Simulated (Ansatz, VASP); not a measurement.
# One calculation of Si, two programs

Contents of INCAR:

```
PREC = Accurate
ENCUT = 520
EDIFF = 1E-6
ISMEAR = 0
SIGMA = 0.1
LREAL = False
LASPH = True
NELM = 100
ALGO = Normal
ISIF = 2
LWAVE = False
LCHARG = False
LDIPOL = True
IDIPOL = 3
DIPOL = 0.5 0.5 0.500
GGA = PE
IVDW = 12
NBANDS = 11
```

KPOINTS

```
Automatic mesh
0
Gamma
  6 6 1
```

POSCAR

```
Si
1.0
    3.7674649302      0.0000000000      0.0000000000
   -1.8837324651      3.2627203374      0.0000000000
    0.0000000000      0.0000000000     28.0000000000
Si
2
Direct
    0.3333333333      0.6666666667      0.5079285714
    0.6666666667      0.3333333333      0.4920714286
```

Input for Ansatz:

```yaml
crystal:
  lattice:
    - [3.7674649302, 0.0, 0.0]
    - [-1.8837324651, 3.2627203374, 0.0]
    - [0.0, 0.0, 28.0]
  atoms:
    - { symbol: Si, position: [0.3333333333, 0.6666666667, 0.5079285714] }
    - { symbol: Si, position: [0.6666666667, 0.3333333333, 0.4920714286] }
  periodic: [true, true, false]
basis:
  ecutwfc: 420
kpoints:
  mp_grid: { grid: [6, 6, 1] }
hamiltonian:
  xc: pbe
  dispersion: d3bj
scf:
  occupations: { method: gaussian, width: 0.1 }
output:
  forces: true
  stress: true
  eigenvalues: true
```

Alike in both runs: task single point; functional PBE; dispersion D3(BJ); k mesh 6 × 6 × 1; occupations gaussian, width 0.1 eV; no spin polarisation.

|  | VASP | Ansatz |
| --- | --- | --- |
| version | VASP 6.6.1 | Ansatz 0.2.0 |
| potentials or method | VASP PAW PBE potentials, release 64 (Si), cutoff 520 eV | scalar-relativistic, plane waves, PAW |
| valence electrons in the cell | 8 | 8 |

|  | VASP | Ansatz | Ansatz less VASP |
| --- | --- | --- | --- |
| gap on the k mesh at the Fermi level (eV) | none | none | - |
| rms of the force components (eV/Å) | 0.135 | 0.140 | +0.0045 |

Atom by atom the forces differ by 0.004 eV/Å (rms over components). A gap of «none» marks a metal or a gap that the smearing closes.
